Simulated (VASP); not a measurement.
# SnO (P4/nmm) in VASP: notebook

The runs below take SnO through single point, with PBE, LDA.

Program: VASP 6.6.1. These are calculated values, not measurements. Logs are shortened: lines on timing, memory, paths and dates and some standing lists are left out, and cuts for length are marked.

## 1. The cell of the first run

It takes space group P4/nmm (No. 129, tetragonal). Conventional cell: a = 3.814 Å, b = 3.814 Å, c = 4.887 Å, α = 90.00°, β = 90.00°, γ = 90.00°. Within 2.9 Å of Sn (site symmetry 4mm) lie 4 O at 2.23 Å. O (site symmetry -4m2) has 4 Sn at 2.23 Å and 4 O at 2.70 Å within 2.9 Å.

## 2. Single point, PBE

Contents of INCAR:

```
  PREC = Accurate
  ENCUT = 1340
  EDIFF = 1E-6
  ISMEAR = -1
  SIGMA = 0.05
  LREAL = False
  LASPH = True
  NELM = 120
  ALGO = Normal
  ISIF = 2
  LWAVE = False
  LCHARG = False
  GGA = PE
  NBANDS = 28
  GGA_COMPAT = False
```

Contents of KPOINTS:

```
Automatic mesh
0
Gamma
  3 3 3
```

Contents of POSCAR:

```
SnO
1.0
    3.8136952200      0.0000000000      0.0000000000
    0.0000000000      3.8136952200      0.0000000000
    0.0000000000      0.0000000000      4.8869133000
Sn O
2 2
Direct
    0.5000000000      0.0000000000      0.7646261400
    0.0000000000      0.5000000000      0.2353738600
    0.0000000000      0.0000000000      0.0000000000
    0.5000000000      0.5000000000      0.0000000000
```

Potentials or basis: VASP PAW PBE potentials, release 64 (Sn_d, O_h).

Started as:

```sh
> cat potpaw_PBE.64/Sn_d/POTCAR potpaw_PBE.64/O_h/POTCAR > POTCAR
> mpirun -np 1 vasp_std > vasp.out
```

OUTCAR:

```text
PREC = Accurate
   ENCUT = 1340
   EDIFF = 1E-6
   ISMEAR = -1
   LREAL = False
   LASPH = True
   NELM = 120
   ISIF = 2
   GGA = PE

 ion  position               nearest neighbor table
   1  0.500  0.000  0.765-   3 2.23   4 2.23   4 2.23   3 2.23   2 3.54   2 3.54   2 3.54   2 3.54
                             2 3.74   2 3.74   2 3.74   2 3.74
   2  0.000  0.500  0.235-   3 2.23   4 2.23   3 2.23   4 2.23   1 3.54   1 3.54   1 3.54   1 3.54
                             1 3.74   1 3.74   1 3.74   1 3.74
   3  0.000  0.000  0.000-   1 2.23   2 2.23   2 2.23   1 2.23
   4  0.500  0.500  0.000-   1 2.23   2 2.23   1 2.23   2 2.23

  LATTYP: Found a simple tetragonal cell.
 ALAT       =     3.8136952200
 C/A-ratio  =     1.2814116016

  Lattice vectors:

 A1 = (   3.8136952200,   0.0000000000,   0.0000000000)
 A2 = (   0.0000000000,   3.8136952200,   0.0000000000)
 A3 = (   0.0000000000,   0.0000000000,   4.8869133000)

Analysis of symmetry for initial positions (statically):
=====================================================================
 Subroutine PRICEL returns:
 Original cell was already a primitive cell.

 Routine SETGRP: Setting up the symmetry group for a
 simple tetragonal supercell.

 Subroutine GETGRP returns: Found 16 space group operations
 (whereof  8 operations were pure point group operations)
 out of a pool of 16 trial point group operations.

The static configuration has the point symmetry D_2d.
 The point group associated with its full space group is D_4h.

Analysis of symmetry for dynamics (positions and initial velocities):
=====================================================================
 Subroutine PRICEL returns:
 Original cell was already a primitive cell.

 Routine SETGRP: Setting up the symmetry group for a
 simple tetragonal supercell.

 Subroutine GETGRP returns: Found 16 space group operations
 (whereof  8 operations were pure point group operations)
 out of a pool of 16 trial point group operations.

The dynamic configuration has the point symmetry D_2d.
 The point group associated with its full space group is D_4h.

 Subroutine INISYM returns: Found 16 space group operations
 (whereof  8 operations are pure point group operations),
 and found     1 'primitive' translations

----------------------------------------------------------------------------------------

                                     Primitive cell

  volume of cell :      71.0766

  direct lattice vectors                    reciprocal lattice vectors
     3.813695220  0.000000000  0.000000000     0.262212878  0.000000000  0.000000000
     0.000000000  3.813695220  0.000000000     0.000000000  0.262212878  0.000000000
     0.000000000  0.000000000  4.886913300     0.000000000  0.000000000  0.204628144

  length of vectors
     3.813695220  3.813695220  4.886913300     0.262212878  0.262212878  0.204628144

  position of ions in fractional coordinates (direct lattice)
     0.500000000  0.000000000  0.764626140
     0.000000000  0.500000000  0.235373860
     0.000000000  0.000000000  0.000000000
     0.500000000  0.500000000  0.000000000

  ion indices of the primitive-cell ions
   primitive index   ion index
                 1           1
                 2           2
                 3           3
                 4           4

----------------------------------------------------------------------------------------

 KPOINTS: Automatic mesh

Automatic generation of k-mesh.
 Grid dimensions read from file:
 generate k-points for:    3    3    3

 Generating k-lattice:

  Cartesian coordinates                     Fractional coordinates (reciprocal lattice)
     0.087404293  0.000000000  0.000000000     0.333333333  0.000000000  0.000000000
     0.000000000  0.087404293  0.000000000     0.000000000  0.333333333  0.000000000
     0.000000000  0.000000000  0.068209381     0.000000000  0.000000000  0.333333333

  Length of vectors
     0.087404293  0.087404293  0.068209381

  Shift w.r.t. Gamma in fractional coordinates (k-lattice)
     0.000000000  0.000000000  0.000000000

 Subroutine IBZKPT returns following result:
 ===========================================

 Found      6 irreducible k-points:

 Following reciprocal coordinates:
            Coordinates               Weight
  0.000000  0.000000  0.000000      1.000000
  0.333333  0.000000  0.000000      4.000000
  0.333333  0.333333  0.000000      4.000000
  0.000000  0.000000  0.333333      2.000000
  0.333333  0.000000  0.333333      8.000000
  0.333333  0.333333  0.333333      8.000000
   k-points           NKPTS =      6   k-points in BZ     NKDIM =      6   number of bands    NBANDS=     28
   number of dos      NEDOS =    301   number of ions     NIONS =      4
   total plane-waves  NPLWV = 138240
   dimension x,y,z NGX =    48 NGY =   48 NGZ =   60
   dimension x,y,z NGXF=    96 NGYF=   96 NGZF=  120
   ions per type =               2   2
   NGX,Y,Z   is equivalent  to a cutoff of  20.92, 20.92, 20.41 a.u.
   NGXF,Y,Z  is equivalent  to a cutoff of  41.85, 41.85, 40.82 a.u.
 SYSTEM =  unknown system
   PREC   = accura    normal or accurate (medium, high low for compatibility)
   ISTART =      0    job   : 0-new  1-cont  2-samecut
   ICHARG =      2    charge: 1-file 2-atom 10-const
   ISPIN  =      1    spin polarized calculation?
   LNONCOLLINEAR =      F non collinear calculations
   LSORBIT =      F    spin-orbit coupling
   LASPH  =      T    aspherical Exc in radial PAW
   ENCUT  = 1340.0 eV  98.49 Ry    9.92 a.u.  11.38 11.38 14.59*2*pi/ulx,y,z
   NELM   =    120;   NELMIN=  2; NELMDL= -5     # of ELM steps
   EDIFF  = 0.1E-05   stopping-criterion for ELM
   LREAL  =      F    real-space projection
   EDIFFG = 0.1E-04   stopping-criterion for IOM
   NSW    =      0    number of steps for IOM
   IBRION =     -1    ionic relax: 0-MD 1-quasi-New 2-CG
   NFREE  =      0    steps in history (QN), initial steepest desc. (CG)
   ISIF   =      2    stress and relaxation
   ISYM   =      2    0-nonsym 1-usesym 2-fastsym
   POTIM  = 0.5000    time-step for ionic-motion
   TEBEG  =    0.0;   TEEND  =   0.0 temperature during run
   PSTRESS=    0.0 pullay stress
   NELECT =      40.0000    total number of electrons
   NUPDOWN=      -1.0000    fix difference up-down
   EMIN   =  10.00;   EMAX   =-10.00  energy-range for DOS
   EFERMI =   0.00;   METHOD = LEGACY
   ISMEAR =    -1;   SIGMA  =   0.05  broadening in eV -4-tet -1-fermi 0-gaus
   EFERMI_NEDOS =   21; number of points for ismear=-14 and -15
   IALGO  =     38    algorithm
   IMIX   =      4    mixing-type and parameters
     AMIX     =   0.40;   BMIX     =  1.00
     AMIX_MAG =   1.60;   BMIX_MAG =  1.00
  volume/ion in A,a.u.               =      17.77       119.91
  Fermi-wavevector in a.u.,A,eV,Ry     =   1.351614  2.554180 24.855939  1.826860
  Thomas-Fermi vector in A             =   2.479021
   LORBIT       =      0    0 simple, 1 ext, 2 COOP (PROOUT), +10 PAW based schemes
   GGA     = PE    functional components
   LHFCALC =     F    Hartree Fock is set to
   AEXX    =    0.0000 exact exchange contribution
   IVDW    =     0    specifies the selected vdW correction
   LEPSILON=     F    determine dielectric tensor
   LRPA    =     F    only Hartree local field effects (RPA)
 non-spin polarized calculation
  energy-cutoff  :     1340.00
  volume of cell :       71.08
 maximum number of plane-waves:      7945
 NGX is ok and might be reduce to    48
   NGX = 23   NGY = 23   NGZ = 29

 number of electron      40.0000002 magnetization

 Free energy of the ion-electron system (eV)
  ---------------------------------------------------
  ext. energy  EPLUGINS =         0.00000000
  ---------------------------------------------------
  free energy    TOTEN  =       -22.71615491 eV

  energy without entropy =      -22.71615283  energy(sigma->0) =      -22.71615387

 E-fermi :   7.7459     XC(G=0): -10.1766

 val. band max:        7.2111725321   @ k =   0.0000   0.0000   0.0000
 cond. band min:       8.3499891303   @ k =   0.3333   0.3333   0.0000
 fundamental gap:      1.1388165982
 Fermi energy:         7.7459234106

 k-point     1 :       0.0000    0.0000    0.0000
  band No.  band energies     occupation
      1     -14.7863      2.00000
      2     -14.3486      2.00000
      3     -14.3463      2.00000
      4     -14.3463      2.00000
      5     -14.3056      2.00000
      6     -14.2932      2.00000
[... 20 lines left out ...]
     27      14.0113      0.00000
     28      14.4511      0.00000

 k-point     2 :       0.3333    0.0000    0.0000
  band No.  band energies     occupation
      1     -14.7297      2.00000
      2     -14.5251      2.00000
      3     -14.3274      2.00000
      4     -14.3262      2.00000
      5     -14.3132      2.00000
      6     -14.3085      2.00000
[... 20 lines left out ...]
     27      14.8015      0.00000
     28      17.5195      0.00000

 k-point     3 :       0.3333    0.3333    0.0000
  band No.  band energies     occupation
      1     -14.7288      2.00000
      2     -14.6439      2.00000
      3     -14.3211      2.00000
      4     -14.3178      2.00000
      5     -14.3146      2.00000
      6     -14.3021      2.00000
[... 20 lines left out ...]
     27      14.2280      0.00000
     28      15.3767      0.00000

 k-point     4 :       0.0000    0.0000    0.3333
  band No.  band energies     occupation
      1     -14.7753      2.00000
      2     -14.3597      2.00000
      3     -14.3264      2.00000
      4     -14.3264      2.00000
      5     -14.2958      2.00000
      6     -14.2818      2.00000
[... 20 lines left out ...]
     27      14.8347      0.00000
     28      15.1307      0.00000

 k-point     5 :       0.3333    0.0000    0.3333
  band No.  band energies     occupation
      1     -14.7304      2.00000
      2     -14.5436      2.00000
      3     -14.3420      2.00000
      4     -14.3238      2.00000
      5     -14.3136      2.00000
      6     -14.3106      2.00000
[... 20 lines left out ...]
     27      15.6216      0.00000
     28      17.4964      0.00000

 k-point     6 :       0.3333    0.3333    0.3333
  band No.  band energies     occupation
      1     -14.7191      2.00000
      2     -14.6368      2.00000
      3     -14.3243      2.00000
      4     -14.3118      2.00000
      5     -14.3087      2.00000
      6     -14.3020      2.00000
[... 20 lines left out ...]
     27      15.7716      0.00000
     28      16.4863      0.00000

------------------------ aborting loop because EDIFF is reached ----------------------------------------

  FORCE on cell =-STRESS in cart. coord.  units (eV):
  Direction    XX          YY          ZZ          XY          YZ          ZX
  --------------------------------------------------------------------------------------
  -------------------------------------------------------------------------------------
  Total        1.7822012      1.7822012      1.1860347      0.0000000      0.0000000      0.0000000
  in kB       40.1735968     40.1735968     26.7350730      0.0000000      0.0000000      0.0000000
  external PRESSURE =      35.6940889 kB  Pullay stress =       0.0000000 kB

 VOLUME and BASIS-vectors are now :
 -----------------------------------------------------------------------------
  energy-cutoff  :     1340.00
  volume of cell :       71.08
      direct lattice vectors                 reciprocal lattice vectors
     3.813695220  0.000000000  0.000000000     0.262212878  0.000000000  0.000000000
     0.000000000  3.813695220  0.000000000     0.000000000  0.262212878  0.000000000
     0.000000000  0.000000000  4.886913300     0.000000000  0.000000000  0.204628144

 POSITION                                       TOTAL-FORCE (eV/Angst)
 -----------------------------------------------------------------------------------
      1.90685      0.00000      3.73666         0.000000     -0.000000     -0.517403
      0.00000      1.90685      1.15025        -0.000000     -0.000000      0.517403
      0.00000      0.00000      0.00000        -0.000000     -0.000000      0.000000
      1.90685      1.90685      0.00000         0.000000      0.000000      0.000000
 -----------------------------------------------------------------------------------
    total drift:                                0.000000      0.000000     -0.000000

  FREE ENERGIE OF THE ION-ELECTRON SYSTEM (eV)
  ---------------------------------------------------
  free  energy   TOTEN  =       -22.7161549089 eV

  energy  without entropy=      -22.7161528297  energy(sigma->0) =      -22.71615387
```

Run time: 40 s. Hardware: 1 thread of Intel Xeon Platinum 8559C (Emerald Rapids), shared host; peak memory 0.35 GiB.

What came out:

* Free energy: -22.7162 eV
* Pressure: 3.6 GPa
* Largest force: 0.517 eV/Å
* Band gap on the k mesh: 1.14 eV (least direct gap 2.05 eV)

Forces in eV/Å, atoms in the order of the input:
```
Sn   0.000  0.000 -0.517
Sn   0.000  0.000  0.517
O    0.000  0.000  0.000
O    0.000  0.000  0.000
```

Stress tensor (GPa, compression positive):
```
4.02 0.00 0.00
0.00 4.02 0.00
0.00 0.00 2.67
```

Levels at points of the mesh, in eV from the valence-band top:
| k point | band 16 | band 17 | band 18 | band 19 | band 20 | band 21 | band 22 | band 23 | band 24 | band 25 |
| --- | --- | --- | --- | --- | --- | --- | --- | --- | --- | --- |
| (0.00, 0.00, 0.00) | -6.26 | -3.49 | -3.19 | -3.19 | 0.00 | 2.05 | 4.28 | 4.75 | 4.75 | 5.68 |

Caveat: the k points lie up to 0.55 Å⁻¹ apart; spin-orbit coupling is left out, which moves the levels of the heavy elements. A k mesh can miss the band edges.

## 3. Single point, LDA

Contents of INCAR:

```
SYSTEM = SnO
ALGO = Normal
EDIFF = 1E-6
ENCUT = 1340
GGA = CA
GGA_COMPAT = .False.
ISIF = 2
ISMEAR = -1
LASPH = .True.
LCHARG = .True.
LELF = .True.
LREAL = .False.
LVHAR = .True.
LWAVE = .False.
NBANDS = 28
NELM = 120
PREC = Accurate
SIGMA = 0.05
```

Contents of KPOINTS:

```
k-points
0
Gamma
  4 4 3
  0 0 0
```

POSCAR is that of step 2.

Potentials or basis: VASP PAW LDA potentials, release 64 (Sn_d, O_h).

Started as:

```sh
> cat potpaw_LDA.64/Sn_d/POTCAR potpaw_LDA.64/O_h/POTCAR > POTCAR
> mpirun -np 1 vasp_std > vasp.out
```

Wall time 1.8 min (1 thread of Intel Xeon Platinum 8559C (Emerald Rapids), shared host); peak memory 0.3 GiB.

The run converged. Its results:

| Quantity | Value |
| --- | --- |
| Free energy | -25.7049 eV |
| Pressure | -3.0 GPa |
| Largest force | 0.116 eV/Å |
| Band gap on the k mesh | 0.22 eV (least direct gap 2.03 eV) |

Forces in eV/Å, atoms in the order of the input:
```
Sn   0.000  0.000  0.116
Sn   0.000  0.000 -0.116
O    0.000  0.000  0.000
O    0.000  0.000  0.000
```

Stress tensor (GPa, compression positive):
```
-3.23  0.00  0.00
 0.00 -3.23  0.00
 0.00  0.00 -2.65
```

Levels at points of the mesh, in eV from the valence-band top:
| k point | band 18 | band 19 | band 20 | band 21 | band 22 | band 23 |
| --- | --- | --- | --- | --- | --- | --- |
| (0.00, 0.00, 0.00) | -3.11 | -3.11 | 0.00 | 2.04 | 4.15 | 4.79 |
| (0.50, 0.00, 0.00) | -4.79 | -2.58 | -2.58 | 3.13 | 3.13 | 5.85 |
| (0.50, 0.50, 0.00) | -2.43 | -1.81 | -1.81 | 0.22 | 0.22 | 4.44 |

Caveat: the k points lie up to 0.43 Å⁻¹ apart; semilocal functionals underestimate gaps, and a narrow one can read as zero; spin-orbit coupling is left out, which moves the levels of the heavy elements.

## 4. Single point, LDA

This run uses another cell than the first one, of 16.53 Å³/atom.

Changes to INCAR since step 3:

```diff
@@ -9,6 +9,4 @@
 LASPH = .True.
-LCHARG = .True.
-LELF = .True.
+LCHARG = .False.
 LREAL = .False.
-LVHAR = .True.
 LWAVE = .False.
```

Contents of KPOINTS:

```
k-points
0
Gamma
  7 7 6
  0 0 0
```

Contents of POSCAR:

```
SnO
1.0
    3.7669653825      0.0000000000      0.0000000000
    0.0000000000      3.7669653825      0.0000000000
    0.0000000000      0.0000000000      4.6594552273
Sn O
2 2
Direct
    0.5000000000      0.0000000000      0.7543158222
    0.0000000000      0.5000000000      0.2456841778
    0.0000000000      0.0000000000      0.0000000000
    0.5000000000      0.5000000000      0.0000000000
```

Started as:

```sh
> cat potpaw_LDA.64/Sn_d/POTCAR potpaw_LDA.64/O_h/POTCAR > POTCAR
> mpirun -np 1 vasp_std > vasp.out
```

Run time: 3.7 min. Hardware: 1 thread of Intel Xeon Platinum 8259CL at 2.50GHz (Skylake/Cascade Lake), shared host; peak memory 0.44 GiB.

Results (log left out):

| Quantity | Value |
| --- | --- |
| Free energy | -25.7498 eV |
| Pressure | 0.2 GPa |
| Largest force | 0.108 eV/Å |
| Band gap on the k mesh | 0.05 eV (least direct gap 1.86 eV) |

Forces on the atoms (eV/Å):
```
Sn   0.000  0.000 -0.108
Sn   0.000  0.000  0.108
O    0.000  0.000  0.000
O    0.000  0.000  0.000
```

Levels at points of the mesh, in eV from the valence-band top:
| k point | band 16 | band 17 | band 18 | band 19 | band 20 | band 21 | band 22 | band 23 | band 24 | band 25 |
| --- | --- | --- | --- | --- | --- | --- | --- | --- | --- | --- |
| (0.00, 0.00, 0.00) | -6.60 | -3.65 | -3.34 | -3.34 | 0.00 | 2.28 | 4.53 | 4.53 | 4.63 | 5.85 |
| (0.00, 0.00, 0.50) | -3.74 | -3.36 | -3.36 | -2.79 | -2.30 | 1.54 | 2.65 | 2.65 | 3.57 | 8.08 |

Caveat: semilocal functionals underestimate gaps, and a narrow one can read as zero; spin-orbit coupling is left out, which moves the levels of the heavy elements. A k mesh can miss the band edges.

(Continued in part 2 of 2.)
